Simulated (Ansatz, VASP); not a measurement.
# SrO: VASP beside Ansatz

```
Sr O
1.0
     0.00000    2.56630    2.56630
     2.56630    0.00000    2.56630
     2.56630    2.56630    0.00000
Sr O
1 1
Cartesian
  2.5663 2.5663 2.5663
  0.0000 0.0000 0.0000
```

Alike in both runs: task single point; functional RPBE; k mesh 4 × 4 × 4; no spin polarisation.

```csv
,VASP,Ansatz
version,VASP 6.6.1,Ansatz 0.2.0
potentials or method,"VASP PAW PBE potentials, release 64 (Sr_sv, O)","plane waves, PAW"
plane-wave cutoff (eV),520,420
occupations,"gaussian, width 0.01 eV",fixed
valence electrons in the cell,16,16
```

```tsv
	VASP	Ansatz	Ansatz less VASP
pressure (GPa)	7.0	6.4	-0.61
```

VASP's potentials were made for PBE, not for RPBE.

The k mesh is coarse, so the values compare programs but aren't converged.
